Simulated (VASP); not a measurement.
# ScAl (Pm-3m) in VASP: notebook

ScAl is run at these levels: r2SCAN; tasks: single point.

All numbers are computed with VASP 6.6.1; they aren't measurements. Logs are shortened: lines on timing, memory, paths and dates and some standing lists are left out, and cuts for length are marked.

## Step 1: The cell of the first run

It takes space group Pm-3m (No. 221, cubic). Conventional cell: a = 3.370 Å, b = 3.370 Å, c = 3.370 Å, α = 90.00°, β = 90.00°, γ = 90.00°. Sc (site symmetry m-3m) has 8 Al at 2.92 Å and 6 Sc at 3.37 Å within 3.8 Å. Within 3.8 Å of Al (site symmetry m-3m) lie 8 Sc at 2.92 Å and 6 Al at 3.37 Å.

## Step 2: Single point, r2SCAN

Input file POSCAR:

```
ScAl
1.0
    3.3703489700      0.0000000000      0.0000000000
    0.0000000000      3.3703489700      0.0000000000
    0.0000000000      0.0000000000      3.3703489700
Sc Al
1 1
Direct
    0.5000000000      0.5000000000      0.5000000000
    0.0000000000      0.0000000000      0.0000000000
```

Input file INCAR.step1:

```
SYSTEM = ScAl
ALGO = Normal
EDIFF = 1E-4
ENCUT = 520
GGA = PE
ISMEAR = 0
LASPH = .True.
LCHARG = .False.
LREAL = .False.
LWAVE = .True.
NBANDS = 14
NELM = 60
PREC = Accurate
SIGMA = 0.1
```

Input file INCAR.step2:

```
SYSTEM = ScAl
ALGO = Normal
EDIFF = 1E-6
ENCUT = 520
ISIF = 2
ISMEAR = 0
ISTART = 1
LASPH = .True.
LCHARG = .False.
LMIXTAU = .True.
LREAL = .False.
LWAVE = .False.
METAGGA = R2SCAN
NBANDS = 14
NELM = 60
PREC = Accurate
SIGMA = 0.1
```

Input file KPOINTS:

```
Automatic mesh
0
Gamma
  8 8 8
  0.5 0.5 0.5
```

Potentials or basis: VASP PAW PBE potentials, release 64 (Sc_sv, Al).

Launch:

```bash
$ cat potpaw_PBE.64/Sc_sv/POTCAR potpaw_PBE.64/Al/POTCAR > POTCAR
$ cp INCAR.step1 INCAR
$ mpirun -np 1 vasp_std > vasp.out
$ cp INCAR.step2 INCAR
$ mpirun -np 1 vasp_std > vasp.out
```

OUTCAR:

```text
SYSTEM = ScAl
   EDIFF = 1E-6
   ENCUT = 520
   ISIF = 2
   ISMEAR = 0
   ISTART = 1
   LASPH = .True.
   LREAL = .False.
   METAGGA = R2SCAN
   NELM = 60
   PREC = Accurate

 ion  position               nearest neighbor table
   1  0.500  0.500  0.500-   2 2.92   2 2.92   2 2.92   2 2.92   2 2.92   2 2.92   2 2.92   2 2.92

   2  0.000  0.000  0.000-   1 2.92   1 2.92   1 2.92   1 2.92   1 2.92   1 2.92   1 2.92   1 2.92

  LATTYP: Found a simple cubic cell.
 ALAT       =     3.3703489700

  Lattice vectors:

 A1 = (   3.3703489700,   0.0000000000,   0.0000000000)
 A2 = (   0.0000000000,   3.3703489700,   0.0000000000)
 A3 = (   0.0000000000,   0.0000000000,   3.3703489700)

Analysis of symmetry for initial positions (statically):
=====================================================================
 Subroutine PRICEL returns:
 Original cell was already a primitive cell.

 Routine SETGRP: Setting up the symmetry group for a
 simple cubic supercell.

 Subroutine GETGRP returns: Found 48 space group operations
 (whereof 48 operations were pure point group operations)
 out of a pool of 48 trial point group operations.

The static configuration has the point symmetry O_h .

Analysis of symmetry for dynamics (positions and initial velocities):
=====================================================================
 Subroutine PRICEL returns:
 Original cell was already a primitive cell.

 Routine SETGRP: Setting up the symmetry group for a
 simple cubic supercell.

 Subroutine GETGRP returns: Found 48 space group operations
 (whereof 48 operations were pure point group operations)
 out of a pool of 48 trial point group operations.

The dynamic configuration has the point symmetry O_h .

 Subroutine INISYM returns: Found 48 space group operations
 (whereof 48 operations are pure point group operations),
 and found     1 'primitive' translations

----------------------------------------------------------------------------------------

                                     Primitive cell

  volume of cell :      38.2846

  direct lattice vectors                    reciprocal lattice vectors
     3.370348970  0.000000000  0.000000000     0.296705181  0.000000000  0.000000000
     0.000000000  3.370348970  0.000000000     0.000000000  0.296705181  0.000000000
     0.000000000  0.000000000  3.370348970     0.000000000  0.000000000  0.296705181

  length of vectors
     3.370348970  3.370348970  3.370348970     0.296705181  0.296705181  0.296705181

  position of ions in fractional coordinates (direct lattice)
     0.500000000  0.500000000  0.500000000
     0.000000000  0.000000000  0.000000000

  ion indices of the primitive-cell ions
   primitive index   ion index
                 1           1
                 2           2

----------------------------------------------------------------------------------------

 KPOINTS: Automatic mesh

Automatic generation of k-mesh.
 Grid dimensions read from file:
 generate k-points for:    8    8    8

 Generating k-lattice:

  Cartesian coordinates                     Fractional coordinates (reciprocal lattice)
     0.037088148  0.000000000  0.000000000     0.125000000  0.000000000  0.000000000
     0.000000000  0.037088148  0.000000000     0.000000000  0.125000000  0.000000000
     0.000000000  0.000000000  0.037088148     0.000000000  0.000000000  0.125000000

  Length of vectors
     0.037088148  0.037088148  0.037088148

  Shift w.r.t. Gamma in fractional coordinates (k-lattice)
     0.500000000  0.500000000  0.500000000

 Subroutine IBZKPT returns following result:
 ===========================================

 Found     20 irreducible k-points:

 Following reciprocal coordinates:
            Coordinates               Weight
  0.062500  0.062500  0.062500      8.000000
  0.187500  0.062500  0.062500     24.000000
  0.312500  0.062500  0.062500     24.000000
  0.437500  0.062500  0.062500     24.000000
  0.187500  0.187500  0.062500     24.000000
  0.312500  0.187500  0.062500     48.000000
[... 12 lines left out ...]
  0.437500  0.437500  0.312500     24.000000
  0.437500  0.437500  0.437500      8.000000
   k-points           NKPTS =     20   k-points in BZ     NKDIM =     20   number of bands    NBANDS=     14
   number of dos      NEDOS =    301   number of ions     NIONS =      2
   total plane-waves  NPLWV =  21952
   dimension x,y,z NGX =    28 NGY =   28 NGZ =   28
   dimension x,y,z NGXF=    56 NGYF=   56 NGZF=   56
   ions per type =               1   1
   NGX,Y,Z   is equivalent  to a cutoff of  13.81, 13.81, 13.81 a.u.
   NGXF,Y,Z  is equivalent  to a cutoff of  27.62, 27.62, 27.62 a.u.
 SYSTEM =  ScAl
   PREC   = accura    normal or accurate (medium, high low for compatibility)
   ISTART =      1    job   : 0-new  1-cont  2-samecut
   ICHARG =      0    charge: 1-file 2-atom 10-const
   ISPIN  =      1    spin polarized calculation?
   LNONCOLLINEAR =      F non collinear calculations
   LSORBIT =      F    spin-orbit coupling
   LASPH  =      T    aspherical Exc in radial PAW
   ENCUT  =  520.0 eV  38.22 Ry    6.18 a.u.   6.27  6.27  6.27*2*pi/ulx,y,z
   NELM   =     60;   NELMIN=  2; NELMDL=  0     # of ELM steps
   EDIFF  = 0.1E-05   stopping-criterion for ELM
   LREAL  =      F    real-space projection
   EDIFFG = 0.1E-04   stopping-criterion for IOM
   NSW    =      0    number of steps for IOM
   IBRION =     -1    ionic relax: 0-MD 1-quasi-New 2-CG
   NFREE  =      0    steps in history (QN), initial steepest desc. (CG)
   ISIF   =      2    stress and relaxation
   ISYM   =      2    0-nonsym 1-usesym 2-fastsym
   POTIM  = 0.5000    time-step for ionic-motion
   TEBEG  =    0.0;   TEEND  =   0.0 temperature during run
   PSTRESS=    0.0 pullay stress
   NELECT =      14.0000    total number of electrons
   NUPDOWN=      -1.0000    fix difference up-down
   EMIN   =  10.00;   EMAX   =-10.00  energy-range for DOS
   EFERMI =   0.00;   METHOD = LEGACY
   ISMEAR =     0;   SIGMA  =   0.10  broadening in eV -4-tet -1-fermi 0-gaus
   EFERMI_NEDOS =   21; number of points for ismear=-14 and -15
   IALGO  =     38    algorithm
   IMIX   =      4    mixing-type and parameters
     AMIX     =   0.40;   BMIX     =  1.00
     AMIX_MAG =   1.60;   BMIX_MAG =  1.00
  volume/ion in A,a.u.               =      19.14       129.18
  Fermi-wavevector in a.u.,A,eV,Ry     =   1.170692  2.212287 18.647052  1.370520
  Thomas-Fermi vector in A             =   2.307147
   LORBIT       =      0    0 simple, 1 ext, 2 COOP (PROOUT), +10 PAW based schemes
   METAGGA = R2SCAN    functional components
   LHFCALC =     F    Hartree Fock is set to
   AEXX    =    0.0000 exact exchange contribution
   IVDW    =     0    specifies the selected vdW correction
   LEPSILON=     F    determine dielectric tensor
   LRPA    =     F    only Hartree local field effects (RPA)
 non-spin polarized calculation
 Gauss-broadening in eV      SIGMA  =   0.10
  energy-cutoff  :      520.00
  volume of cell :       38.28
 maximum number of plane-waves:      1039
 NGX is ok and might be reduce to    28
   NGX = 13   NGY = 13   NGZ = 13

 number of electron      14.0000002 magnetization

 Free energy of the ion-electron system (eV)
  ---------------------------------------------------
  ext. energy  EPLUGINS =         0.00000000
  ---------------------------------------------------
  free energy    TOTEN  =       -19.06534007 eV

  energy without entropy =      -19.06372985  energy(sigma->0) =      -19.06453496

 E-fermi :   6.1239     XC(G=0): -11.0270

 val. band max:        6.0146408684   @ k =   0.3125   0.0625   0.0625
 cond. band min:       6.2330156363   @ k =   0.4375   0.4375   0.1875
 fundamental gap:      0.2183747679
 Fermi energy:         6.1238669671

 k-point     1 :       0.0625    0.0625    0.0625
  band No.  band energies     occupation
      1     -45.4588      2.00000
      2     -23.0792      2.00000
      3     -23.0777      2.00000
      4     -23.0777      2.00000
      5      -2.7175      2.00000
      6       5.3941      2.00000
      7       5.3941      2.00000
      8       8.4156      0.00000
      9       8.8106      0.00000
     10       8.8106      0.00000
     11      10.2617      0.00000
     12      10.2617      0.00000
     13      10.4877      0.00000
     14      15.1990      0.00000

 k-point     2 :       0.1875    0.0625    0.0625
  band No.  band energies     occupation
      1     -45.4546      2.00000
      2     -23.1295      2.00000
      3     -23.0739      2.00000
      4     -23.0730      2.00000
      5      -2.2581      2.00000
      6       4.7591      2.00000
      7       5.6242      2.00000
      8       7.7536      0.00000
      9       7.9966      0.00000
     10       8.9311      0.00000
     11       9.6571      0.00000
     12      11.3433      0.00000
     13      11.3528      0.00000
     14      14.5422      0.00000

 k-point     3 :       0.3125    0.0625    0.0625
  band No.  band energies     occupation
      1     -45.4487      2.00000
      2     -23.2011      2.00000
      3     -23.0672      2.00000
      4     -23.0664      2.00000
      5      -1.3840      2.00000
      6       3.3321      2.00000
      7       6.0146      1.87758
      8       7.3226      0.00000
      9       7.3443      0.00000
     10       9.0671      0.00000
     11       9.6738      0.00000
     12      12.4313      0.00000
     13      12.4679      0.00000
     14      13.7859      0.00000
[... 256 lines left out ...]
 k-point    19 :       0.4375    0.4375    0.3125
  band No.  band energies     occupation
      1     -45.4214      2.00000
      2     -23.2094      2.00000
      3     -23.2085      2.00000
      4     -23.1570      2.00000
      5       2.0771      2.00000
      6       3.6434      2.00000
      7       3.6716      2.00000
      8       7.1831      0.00000
      9       7.7852      0.00000
     10       8.3981      0.00000
     11       8.4673      0.00000
     12      10.3441      0.00000
     13      11.4263      0.00000
     14      13.1625      0.00000

 k-point    20 :       0.4375    0.4375    0.4375
  band No.  band energies     occupation
      1     -45.4174      2.00000
      2     -23.2030      2.00000
      3     -23.2019      2.00000
      4     -23.2019      2.00000
      5       2.8247      2.00000
      6       3.5008      2.00000
      7       3.5008      2.00000
      8       6.5486      0.00000
      9       8.4739      0.00000
     10       8.6293      0.00000
     11       8.6293      0.00000
     12      10.5696      0.00000
     13      10.5696      0.00000
     14      13.2963      0.00000

------------------------ aborting loop because EDIFF is reached ----------------------------------------

  FORCE on cell =-STRESS in cart. coord.  units (eV):
  Direction    XX          YY          ZZ          XY          YZ          ZX
  --------------------------------------------------------------------------------------
  -------------------------------------------------------------------------------------
  Total        0.0168777      0.0168777      0.0168777     -0.0000000      0.0000000     -0.0000000
  in kB        0.7063153      0.7063153      0.7063153     -0.0000000      0.0000000     -0.0000000
  external PRESSURE =       0.7063153 kB  Pullay stress =       0.0000000 kB

 VOLUME and BASIS-vectors are now :
 -----------------------------------------------------------------------------
  energy-cutoff  :      520.00
  volume of cell :       38.28
      direct lattice vectors                 reciprocal lattice vectors
     3.370348970  0.000000000  0.000000000     0.296705181  0.000000000  0.000000000
     0.000000000  3.370348970  0.000000000     0.000000000  0.296705181  0.000000000
     0.000000000  0.000000000  3.370348970     0.000000000  0.000000000  0.296705181

 POSITION                                       TOTAL-FORCE (eV/Angst)
 -----------------------------------------------------------------------------------
      1.68517      1.68517      1.68517         0.000000      0.000000      0.000000
      0.00000      0.00000      0.00000         0.000000      0.000000      0.000000
 -----------------------------------------------------------------------------------
    total drift:                                0.000000      0.000000      0.000000

  FREE ENERGIE OF THE ION-ELECTRON SYSTEM (eV)
  ---------------------------------------------------
  free  energy   TOTEN  =       -19.0653400734 eV

  energy  without entropy=      -19.0637298511  energy(sigma->0) =      -19.06453496
```

It took 26 s on 1 thread of Intel Xeon 6975P-C (Granite Rapids), shared host; peak memory 0.16 GiB.

What came out:

* Free energy: -19.0653 eV
* Pressure: 0.1 GPa
* Band gap on the k mesh: zero (bands 7 and 8 overlap by 0.63 eV)

Levels at points of the mesh, in eV from the Fermi level:
```
           k point  band 5  band 6  band 7  band 8  band 9  band 10
(0.06, 0.06, 0.06)   -8.84   -0.73   -0.73    2.29    2.69     2.69
```

Caveat: the PAW data sets were made with another functional, which shifts forces and pressure a little.

## Step 3: Single point, r2SCAN

POSCAR is that of step 2.

Input file INCAR.step1:

```
PREC = Accurate
ENCUT = 520
ISMEAR = 0
SIGMA = 0.1
LREAL = False
LASPH = True
NELM = 60
NBANDS = 14
GGA = PE
ALGO = Normal
EDIFF = 1E-4
LWAVE = True
LCHARG = False
```

Input file INCAR.step2:

```
PREC = Accurate
ENCUT = 520
EDIFF = 1E-7
ISMEAR = 0
SIGMA = 0.1
LREAL = False
LASPH = True
NELM = 60
ALGO = Normal
ISIF = 2
LWAVE = False
LCHARG = False
METAGGA = R2SCAN
LMIXTAU = True
NBANDS = 14
ISTART = 1
```

Input file KPOINTS:

```
regular mesh
0
Gamma
  10 10 10
```

Potentials or basis: VASP PAW PBE potentials, release 64 (Sc_sv, Al).

Launch:

```bash
$ cat potpaw_PBE.64/Sc_sv/POTCAR potpaw_PBE.64/Al/POTCAR > POTCAR
$ cp INCAR.step1 INCAR
$ mpirun -np 1 vasp_std > vasp.out
$ cp INCAR.step2 INCAR
$ mpirun -np 1 vasp_std > vasp.out
```

Wall time 70 s (1 thread of Intel Xeon 6975P-C (Granite Rapids), shared host); peak memory 0.17 GiB.

It converged, with:

```yaml
Free_energy: -19.0629 eV
Pressure: 0.2 GPa
Band_gap_on_the_k_mesh: zero (bands 7 and 8 overlap by 1.25 eV)
```

Levels at points of the mesh, in eV from the Fermi level:
```
           k point  band 5  band 6  band 7  band 8  band 9  band 10
(0.00, 0.00, 0.00)   -9.08   -0.74   -0.74    2.92    2.92     2.92
(0.50, 0.00, 0.00)   -6.13   -4.96    0.30    0.85    0.85     3.16
(0.50, 0.50, 0.00)   -5.00   -2.19   -2.19   -0.91    1.66     1.66
(0.50, 0.50, 0.50)   -2.79   -2.79   -2.79   -0.34    2.87     2.87
```

Caveat: the PAW data sets were made with another functional, which shifts forces and pressure a little.

## Step 4: Single point, r2SCAN

POSCAR is that of step 3.

Input file INCAR.step1:

```
SYSTEM = ScAl
ALGO     = Normal         ! electronic algorithm
EDIFF    = 1E-4           ! SCF threshold, eV
ENCUT    = 520            ! plane-wave cutoff, eV
GGA      = PE             ! functional
ISMEAR   = 0              ! smearing method
LASPH    = .TRUE.         ! aspherical terms in the spheres
LCHARG   = .FALSE.        ! write CHGCAR
LREAL    = .FALSE.        ! projectors in reciprocal space
LWAVE    = .TRUE.         ! write WAVECAR
NBANDS   = 14             ! bands
NELM     = 100            ! most SCF steps
PREC     = Accurate       ! precision mode
SIGMA    = 0.1            ! smearing width, eV
```

Input file INCAR.step2:

```
SYSTEM = ScAl
ALGO     = Normal         ! electronic algorithm
EDIFF    = 1E-6           ! SCF threshold, eV
ENCUT    = 520            ! plane-wave cutoff, eV
ISIF     = 2              ! what is computed and relaxed
ISMEAR   = 0              ! smearing method
ISTART   = 1            
LASPH    = .TRUE.         ! aspherical terms in the spheres
LCHARG   = .FALSE.        ! write CHGCAR
LMIXTAU  = .TRUE.       
LREAL    = .FALSE.        ! projectors in reciprocal space
LWAVE    = .FALSE.        ! write WAVECAR
METAGGA  = R2SCAN         ! meta-GGA
NBANDS   = 14             ! bands
NELM     = 100            ! most SCF steps
PREC     = Accurate       ! precision mode
SIGMA    = 0.1            ! smearing width, eV
```

Input file KPOINTS:

```
Automatic mesh
0
Gamma
  10 10 10
  0.5 0.5 0.5
```

Launch:

```bash
$ cat potpaw_PBE.64/Sc_sv/POTCAR potpaw_PBE.64/Al/POTCAR > POTCAR
$ cp INCAR.step1 INCAR
$ mpirun -np 1 vasp_std > vasp.out
$ cp INCAR.step2 INCAR
$ mpirun -np 1 vasp_std > vasp.out
```

It took 43 s on 1 thread of Intel Xeon 6975P-C (Granite Rapids), shared host; peak memory 0.16 GiB.

The run converged. Its results:

```
Free energy            : -19.0592 eV
Pressure               : 0.1 GPa
Band gap on the k mesh : zero (bands 7 and 8 overlap by 0.81 eV)
```

Levels at points of the mesh, in eV from the Fermi level:
```
           k point  band 3  band 4  band 5  band 6  band 7  band 8  band 9  band 10  band 11  band 12
(0.05, 0.05, 0.05)  -29.25  -29.25   -8.97   -0.78   -0.78    2.42    2.72     2.72     4.00     4.00
```

Caveat: the PAW data sets were made with another functional, which shifts forces and pressure a little.

## Step 5: Single point, r2SCAN

POSCAR is that of step 4.

Input file INCAR.step1:

```
SYSTEM = ScAl
  ALGO = Normal
  EDIFF = 1E-4
  ENCUT = 520
  GGA = PE
  ISMEAR = 0
  LASPH = .True.
  LCHARG = .False.
  LREAL = .False.
  LWAVE = .True.
  NBANDS = 14
  NELM = 60
  PREC = Accurate
  SIGMA = 0.1
```

Input file INCAR.step2:

```
SYSTEM = ScAl
  ALGO = Normal
  EDIFF = 1E-6
  ENCUT = 520
  ISIF = 2
  ISMEAR = 0
  ISTART = 1
  LASPH = .True.
  LCHARG = .True.
  LELF = .True.
  LMIXTAU = .True.
  LREAL = .False.
  LVHAR = .True.
  LWAVE = .False.
  METAGGA = R2SCAN
  NBANDS = 14
  NELM = 60
  PREC = Accurate
  SIGMA = 0.1
```

Input file KPOINTS:

```
k-points
0
Gamma
  12 12 12
  0 0 0
```

Launch:

```bash
$ cat potpaw_PBE.64/Sc_sv/POTCAR potpaw_PBE.64/Al/POTCAR > POTCAR
$ cp INCAR.step1 INCAR
$ mpirun -np 1 vasp_std > vasp.out
$ cp INCAR.step2 INCAR
$ mpirun -np 1 vasp_std > vasp.out
```

It took 84 s on 1 thread of Intel Xeon 6975P-C (Granite Rapids), shared host; peak memory 0.19 GiB.

The run converged. Its results:

```
Free energy            : -19.0617 eV
Pressure               : 0.1 GPa
Band gap on the k mesh : zero (bands 7 and 8 overlap by 1.27 eV)
```

Levels at points of the mesh, in eV from the Fermi level:
```tsv
k point	band 5	band 6	band 7	band 8	band 9	band 10
(0.00, 0.00, 0.00)	-9.03	-0.70	-0.70	2.96	2.96	2.96
(0.50, 0.00, 0.00)	-6.09	-4.91	0.35	0.90	0.90	3.20
(0.50, 0.50, 0.00)	-4.96	-2.15	-2.15	-0.86	1.70	1.70
(0.50, 0.50, 0.50)	-2.74	-2.74	-2.74	-0.30	2.91	2.91
```

Caveat: the PAW data sets were made with another functional, which shifts forces and pressure a little.

## Step 6: The runs side by side

| k mesh | gap on the mesh (eV) | pressure (GPa) |
| --- | --- | --- |
| 8 × 8 × 8, shifted | none | 0.1 |
| 10 × 10 × 10 | none | 0.2 |
| 10 × 10 × 10, shifted | none | 0.1 |
| 12 × 12 × 12 | none | 0.1 |

Alike in all rows: task single point; level r2SCAN; potentials or basis VASP PAW PBE potentials, release 64 (Sc_sv, Al); no spin polarisation; cell as given; cutoff (eV) 520; smearing gaussian 0.1 eV.

Caveats: the PAW data sets were made with another functional, which shifts forces and pressure a little.

Absolute energies hang on the potentials; compare differences alone.
